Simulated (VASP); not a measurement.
# AlNi (Pm-3m) in VASP: settings compared

Aim: see how the results for AlNi move with the level of theory and the settings. Levels: PBE, LDA. Tasks: density of states, electric field gradients.

All numbers are computed with VASP 6.6.1; they aren't measurements. Logs are shortened: lines on timing, memory, paths and dates and some standing lists are left out, and cuts for length are marked.

### 1 The cell of the first run

Symmetry: Pm-3m, No. 221, cubic system. Conventional cell: a = 2.881 Å, b = 2.881 Å, c = 2.881 Å, α = 90.00°, β = 90.00°, γ = 90.00°. Al (site symmetry m-3m) has 8 Ni at 2.50 Å and 6 Al at 2.88 Å within 3.3 Å. Ni (site symmetry m-3m) has 8 Al at 2.50 Å and 6 Ni at 2.88 Å within 3.3 Å.

### 2 Density of states, PBE, collinear spin, ferromagnetic start

File POSCAR:

```
AlNi
1.0
    2.8810000000      0.0000000000      0.0000000000
    0.0000000000      2.8810000000      0.0000000000
    0.0000000000      0.0000000000      2.8810000000
Al Ni
1 1
Direct
    0.0000000000      0.0000000000      0.0000000000
    0.5000000000      0.5000000000      0.5000000000
```

File INCAR.step1:

```
SYSTEM = AlNi
PREC     = Accurate       ! precision mode
ENCUT    = 520            ! plane-wave cutoff, eV
EDIFF    = 1E-6           ! SCF threshold, eV
ISMEAR   = -1             ! smearing method
SIGMA    = 0.05           ! smearing width, eV
LREAL    = .False.        ! projectors in reciprocal space
LASPH    = .True.         ! aspherical terms in the spheres
NELM     = 150            ! most SCF steps
ALGO     = Normal         ! electronic algorithm
ISIF     = 2              ! what is computed and relaxed
LWAVE    = .False.        ! write WAVECAR
LCHARG   = .True.         ! write CHGCAR
ISPIN    = 2              ! spin polarisation
MAGMOM   = 0 1.5          ! initial moments
LMAXMIX  = 4              ! l up to which the mixer works
GGA      = PE             ! functional
NBANDS   = 18             ! bands
```

File KPOINTS.step1:

```
Automatic mesh
0
Gamma
  13 13 13
  0 0 0
```

File INCAR.step2:

```
SYSTEM = AlNi
PREC     = Accurate       ! precision mode
ENCUT    = 520            ! plane-wave cutoff, eV
EDIFF    = 1E-6           ! SCF threshold, eV
ISMEAR   = -5             ! smearing method
SIGMA    = 0.05           ! smearing width, eV
LREAL    = .False.        ! projectors in reciprocal space
LASPH    = .True.         ! aspherical terms in the spheres
NELM     = 150            ! most SCF steps
ALGO     = Normal         ! electronic algorithm
ISIF     = 2              ! what is computed and relaxed
LWAVE    = .False.        ! write WAVECAR
LCHARG   = .False.        ! write CHGCAR
ISPIN    = 2              ! spin polarisation
MAGMOM   = 0 1.5          ! initial moments
LORBIT   = 11             ! projections on sites
LMAXMIX  = 4              ! l up to which the mixer works
GGA      = PE             ! functional
NBANDS   = 18             ! bands
NEDOS    = 1001           ! points of the DOS
ICHARG   = 11             ! starting density
```

File KPOINTS.step2:

```
Automatic mesh
0
Gamma
  20 20 20
  0 0 0
```

Potentials or basis: VASP PAW PBE potentials, release 64 (Al, Ni).

On the command line:

```console
> cat potpaw_PBE.64/Al/POTCAR potpaw_PBE.64/Ni/POTCAR > POTCAR
> cp INCAR.step1 INCAR
> cp KPOINTS.step1 KPOINTS
> mpirun -np 1 vasp_std > vasp.out
> cp INCAR.step2 INCAR
> cp KPOINTS.step2 KPOINTS
> mpirun -np 1 vasp_std > vasp.out
```

OUTCAR:

```text
SYSTEM = AlNi
   PREC = Accurate
   ENCUT = 520
   EDIFF = 1E-6
   ISMEAR = -5
   LREAL = .False.
   LASPH = .True.
   NELM = 150
   ISIF = 2
   ISPIN = 2
   LORBIT = 11
   GGA = PE
   ICHARG = 11

 ion  position               nearest neighbor table
   1  0.000  0.000  0.000-   2 2.50   2 2.50   2 2.50   2 2.50   2 2.50   2 2.50   2 2.50   2 2.50

   2  0.500  0.500  0.500-   1 2.50   1 2.50   1 2.50   1 2.50   1 2.50   1 2.50   1 2.50   1 2.50

  LATTYP: Found a simple cubic cell.
 ALAT       =     2.8810000000

  Lattice vectors:

 A1 = (   2.8810000000,   0.0000000000,   0.0000000000)
 A2 = (   0.0000000000,   2.8810000000,   0.0000000000)
 A3 = (   0.0000000000,   0.0000000000,   2.8810000000)

Analysis of symmetry for initial positions (statically):
=====================================================================
 Subroutine PRICEL returns:
 Original cell was already a primitive cell.

 Routine SETGRP: Setting up the symmetry group for a
 simple cubic supercell.

 Subroutine GETGRP returns: Found 48 space group operations
 (whereof 48 operations were pure point group operations)
 out of a pool of 48 trial point group operations.

The static configuration has the point symmetry O_h .

Analysis of symmetry for dynamics (positions and initial velocities):
=====================================================================
 Subroutine PRICEL returns:
 Original cell was already a primitive cell.

 Routine SETGRP: Setting up the symmetry group for a
 simple cubic supercell.

 Subroutine GETGRP returns: Found 48 space group operations
 (whereof 48 operations were pure point group operations)
 out of a pool of 48 trial point group operations.

The dynamic configuration has the point symmetry O_h .

Analysis of structural, dynamic, and magnetic symmetry:
=====================================================================
 Subroutine PRICEL returns:
 Original cell was already a primitive cell.

 Routine SETGRP: Setting up the symmetry group for a
 simple cubic supercell.

 Subroutine GETGRP returns: Found 48 space group operations
 (whereof 48 operations were pure point group operations)
 out of a pool of 48 trial point group operations.

The overall configuration has the point symmetry O_h .

 Subroutine INISYM returns: Found 48 space group operations
 (whereof 48 operations are pure point group operations),
 and found     1 'primitive' translations

----------------------------------------------------------------------------------------
[... 117 lines left out ...]
  Fermi-wavevector in a.u.,A,eV,Ry     =   1.336122  2.524904 24.289410  1.785221
  Thomas-Fermi vector in A             =   2.464773
   LORBIT       =     11    0 simple, 1 ext, 2 COOP (PROOUT), +10 PAW based schemes
   GGA     = PE    functional components
   LHFCALC =     F    Hartree Fock is set to
   AEXX    =    0.0000 exact exchange contribution
   IVDW    =     0    specifies the selected vdW correction
   LEPSILON=     F    determine dielectric tensor
   LRPA    =     F    only Hartree local field effects (RPA)
 spin polarized calculation
 Fermi weights with tetrahedron method with Bloechl corrections
  energy-cutoff  :      520.00
  volume of cell :       23.91
 maximum number of plane-waves:       661
 NGX is ok and might be reduce to    24

 number of electron      13.0000015 magnetization      -0.0000305

 Free energy of the ion-electron system (eV)
  ---------------------------------------------------
  ext. energy  EPLUGINS =         0.00000000
  ---------------------------------------------------
  free energy    TOTEN  =       -10.53697860 eV

  energy without entropy =      -10.53697860  energy(sigma->0) =      -10.53697860

 E-fermi :  10.0264     XC(G=0): -12.0483

 val. band max:       10.0709224176   @ k =   0.5000   0.4000   0.3500
 cond. band min:       9.9596788666   @ k =   0.5000   0.3500   0.3500
 fundamental gap:     -0.1112435510
 Fermi energy:        10.0264367646

 spin component 1

 k-point     1 :       0.0000    0.0000    0.0000
  band No.  band energies     occupation
      1      -1.1120      1.00000
      2       6.8002      1.00000
      3       6.8002      1.00000
      4       8.4851      1.00000
      5       8.4851      1.00000
      6       8.4851      1.00000
[... 493 lines left out ...]
     17      31.6148      0.00000
     18      34.2073      0.00000

 [... further k-points ...]

 spin component 2

 k-point     1 :       0.0000    0.0000    0.0000
  band No.  band energies     occupation
      1      -1.1120      1.00000
      2       6.8002      1.00000
      3       6.8002      1.00000
      4       8.4852      1.00000
      5       8.4852      1.00000
      6       8.4852      1.00000
[... 493 lines left out ...]
     17      31.6148      0.00000
     18      34.2074      0.00000

 [... further k-points ...]

------------------------ aborting loop because EDIFF is reached ----------------------------------------

  FORCE on cell =-STRESS in cart. coord.  units (eV):
  Direction    XX          YY          ZZ          XY          YZ          ZX
  --------------------------------------------------------------------------------------
  -------------------------------------------------------------------------------------
  Total        0.4095921      0.4095921      0.4095921     -0.0000000      0.0000000     -0.0000000
  in kB       27.4430533     27.4430533     27.4430533     -0.0000000      0.0000000     -0.0000000
  external PRESSURE =      27.4430533 kB  Pullay stress =       0.0000000 kB

 VOLUME and BASIS-vectors are now :
 -----------------------------------------------------------------------------
  energy-cutoff  :      520.00
  volume of cell :       23.91
      direct lattice vectors                 reciprocal lattice vectors
     2.881000000  0.000000000  0.000000000     0.347101701  0.000000000  0.000000000
     0.000000000  2.881000000  0.000000000     0.000000000  0.347101701  0.000000000
     0.000000000  0.000000000  2.881000000     0.000000000  0.000000000  0.347101701

 POSITION                                       TOTAL-FORCE (eV/Angst)
 -----------------------------------------------------------------------------------
      0.00000      0.00000      0.00000         0.000000      0.000000      0.000000
      1.44050      1.44050      1.44050         0.000000      0.000000      0.000000
 -----------------------------------------------------------------------------------
    total drift:                                0.000000     -0.000000     -0.000000

  FREE ENERGIE OF THE ION-ELECTRON SYSTEM (eV)
  ---------------------------------------------------
  free  energy   TOTEN  =       -10.5369785984 eV

  energy  without entropy=      -10.5369785984  energy(sigma->0) =      -10.53697860

 total charge

# of ion       s       p       d       tot
------------------------------------------
    1        0.384   0.414   0.000   0.798
    2        0.475   0.515   8.476   9.466
--------------------------------------------------
tot          0.859   0.929   8.476  10.264

 magnetization (x)

# of ion       s       p       d       tot
------------------------------------------
    1        0.000   0.000   0.000   0.000
    2        0.000   0.000   0.000   0.000
--------------------------------------------------
tot          0.000   0.000   0.000   0.000
```

OUTCAR.step1:

```text
SYSTEM = AlNi
   PREC = Accurate
   ENCUT = 520
   EDIFF = 1E-6
   ISMEAR = -1
   LREAL = .False.
[... 1254 lines left out ...]
      0.00000      0.00000      0.00000         0.000000      0.000000      0.000000
      1.44050      1.44050      1.44050         0.000000      0.000000      0.000000
 -----------------------------------------------------------------------------------
    total drift:                                0.000000      0.000000     -0.000000

  FREE ENERGIE OF THE ION-ELECTRON SYSTEM (eV)
  ---------------------------------------------------
  free  energy   TOTEN  =       -10.5434571192 eV

  energy  without entropy=      -10.5385493123  energy(sigma->0) =      -10.54100322
```

It took 1.7 min on 1 thread of Intel Xeon 6975P-C (Granite Rapids), shared host; peak memory 0.29 GiB.

Results:

```
Net moment                                            : 0.00 μB per cell
Valence electrons inside the program's atomic spheres : Al 0.80; Ni 9.47
```

Caveat: the starting moments collapsed, and a magnetic state may lie lower; tetrahedron occupations give inexact forces and stress in metals.

### 3 Electric field gradients, LDA, collinear spin, ferromagnetic start

File INCAR:

```
SYSTEM = AlNi
  PREC = Accurate
  ENCUT = 520
  EDIFF = 1E-8
  ISMEAR = -1
  SIGMA = 0.05
  LREAL = .FALSE.
  LASPH = .TRUE.
  NELM = 150
  ALGO = Normal
  ISIF = 2
  LWAVE = .FALSE.
  LCHARG = .FALSE.
  ISPIN = 2
  MAGMOM = 0 1.5
  LORBIT = 11
  LMAXMIX = 4
  GGA = CA
  LEFG = .TRUE.
  NBANDS = 18
```

File KPOINTS:

```
Automatic mesh
0
G
  13 13 13
  0 0 0
```

POSCAR is that of step 2.

Potentials or basis: VASP PAW LDA potentials, release 64 (Al, Ni).

On the command line:

```console
> cat potpaw_LDA.64/Al/POTCAR potpaw_LDA.64/Ni/POTCAR > POTCAR
> mpirun -np 1 vasp_std > vasp.out
```

OUTCAR:

```text
SYSTEM = AlNi
   PREC = Accurate
   ENCUT = 520
   EDIFF = 1E-8
   ISMEAR = -1
   LREAL = .FALSE.
   LASPH = .TRUE.
   NELM = 150
   ISIF = 2
   ISPIN = 2
   LORBIT = 11
   GGA = CA

 ion  position               nearest neighbor table
   1  0.000  0.000  0.000-   2 2.50   2 2.50   2 2.50   2 2.50   2 2.50   2 2.50   2 2.50   2 2.50

   2  0.500  0.500  0.500-   1 2.50   1 2.50   1 2.50   1 2.50   1 2.50   1 2.50   1 2.50   1 2.50

  LATTYP: Found a simple cubic cell.
 ALAT       =     2.8810000000

  Lattice vectors:

 A1 = (   2.8810000000,   0.0000000000,   0.0000000000)
 A2 = (   0.0000000000,   2.8810000000,   0.0000000000)
 A3 = (   0.0000000000,   0.0000000000,   2.8810000000)

Analysis of symmetry for initial positions (statically):
=====================================================================
 Subroutine PRICEL returns:
 Original cell was already a primitive cell.

 Routine SETGRP: Setting up the symmetry group for a
[... 1231 lines left out ...]
    total drift:                                0.000000      0.000000     -0.000000

  FREE ENERGIE OF THE ION-ELECTRON SYSTEM (eV)
  ---------------------------------------------------
  free  energy   TOTEN  =       -12.1722899416 eV

  energy  without entropy=      -12.1673773636  energy(sigma->0) =      -12.16983365

 Electric field gradients (V/A^2)
---------------------------------------------------------------------
 ion       V_xx      V_yy      V_zz      V_xy      V_xz      V_yz
---------------------------------------------------------------------
   1      -0.000    -0.000     0.000    -0.000    -0.000     0.000
   2      -0.000    -0.000     0.000    -0.000     0.000     0.000
---------------------------------------------------------------------

 Electric field gradients after diagonalization (V/A^2)
 (convention: |V_zz| > |V_xx| > |V_yy|)
----------------------------------------------------------------------
 ion       V_xx      V_yy      V_zz     asymmetry (V_yy - V_xx)/ V_zz
----------------------------------------------------------------------
   1      -0.000    -0.000     0.000       0.047
   2       0.000    -0.000    -0.000       1.663
----------------------------------------------------------------------

           NMR quadrupolar parameters

 Cq : quadrupolar parameter    Cq=e*Q*V_zz/h
 eta: asymmetry parameters     (V_yy - V_xx)/ V_zz
 Q  : nuclear electric quadrupole moment in mb (millibarn)
----------------------------------------------------------------------
 ion       Cq(MHz)       eta       Q (mb)
----------------------------------------------------------------------
   1       0.000       0.047       1.000
   2      -0.000       1.663       1.000
----------------------------------------------------------------------

 total charge

# of ion       s       p       d       tot
------------------------------------------
    1        0.389   0.417   0.000   0.806
    2        0.481   0.516   8.495   9.492
--------------------------------------------------
tot          0.870   0.934   8.495  10.298

 magnetization (x)

# of ion       s       p       d       tot
------------------------------------------
    1        0.000   0.000   0.000   0.000
    2       -0.000   0.000  -0.000  -0.000
--------------------------------------------------
tot         -0.000   0.000  -0.000  -0.000
```

OSZICAR:

```text
N       E                     dE             d eps       ncg     rms          rms(c)
DAV:   1     0.441847366673E+02    0.44185E+02   -0.51547E+03  6288   0.764E+02
DAV:   2    -0.106619653355E+02   -0.54847E+02   -0.48138E+02  6436   0.164E+02
DAV:   3    -0.133834415932E+02   -0.27215E+01   -0.26615E+01  7316   0.371E+01
DAV:   4    -0.134166147102E+02   -0.33173E-01   -0.33144E-01  7020   0.364E+00
DAV:   5    -0.134172305132E+02   -0.61580E-03   -0.61577E-03  7082   0.538E-01    0.130E+01
DAV:   6    -0.157324131199E+02   -0.23152E+01   -0.41656E+01  6984   0.768E+01    0.166E+01
DAV:   7    -0.122046087082E+02    0.35278E+01   -0.12699E+01  6936   0.455E+01    0.173E+00
DAV:   8    -0.121878583486E+02    0.16750E-01   -0.32255E-01  7898   0.536E+00    0.106E+00
DAV:   9    -0.121727543981E+02    0.15104E-01   -0.33954E-02  7836   0.187E+00    0.540E-01
DAV:  10    -0.121725403756E+02    0.21402E-03   -0.11198E-03  8368   0.314E-01    0.171E-01
DAV:  11    -0.121722775340E+02    0.26284E-03   -0.33566E-04  7306   0.151E-01    0.800E-02
DAV:  12    -0.121722948842E+02   -0.17350E-04   -0.65082E-05  8430   0.783E-02    0.428E-02
DAV:  13    -0.121722904084E+02    0.44758E-05   -0.13682E-05  7930   0.455E-02    0.115E-02
DAV:  14    -0.121722899644E+02    0.44402E-06   -0.86431E-07  8238   0.885E-03    0.422E-03
DAV:  15    -0.121722899445E+02    0.19841E-07   -0.61503E-08  6174   0.246E-03    0.126E-03
DAV:  16    -0.121722899416E+02    0.29572E-08   -0.81847E-09  3658   0.639E-04
   1 F= -.12172290E+02 E0= -.12169834E+02  d E =-.491258E-02  mag=     0.0000
```

stdout:

```text
POSCAR found type information on POSCAR AlNi
 POSCAR found :  2 types and       2 ions
 scaLAPACK will be used
 LDA part: xc-table for (Slater(with rela. corr.)+CA(PZ))
 , standard interpolation
 POSCAR, INCAR and KPOINTS ok, starting setup
 FFT: planning ... GRIDC
 FFT: planning ... GRID_SOFT
 FFT: planning ... GRID
 WAVECAR not read
 entering main loop
ion   1

ion   2
```

It took 31 s on 1 thread of AMD EPYC 9R45 (Zen 5), shared host; peak memory 0.14 GiB.

Results:

```
Free energy                                           : -12.1723 eV
Pressure                                              : -8.3 GPa
Net moment                                            : 0.00 μB per cell
Valence electrons inside the program's atomic spheres : Al 0.81; Ni 9.49
```

Caveat: the starting moments collapsed, and a magnetic state may lie lower; without QUAD_EFG the Cq values of the log hold for a quadrupole moment of 1 mb, not for the nuclei.
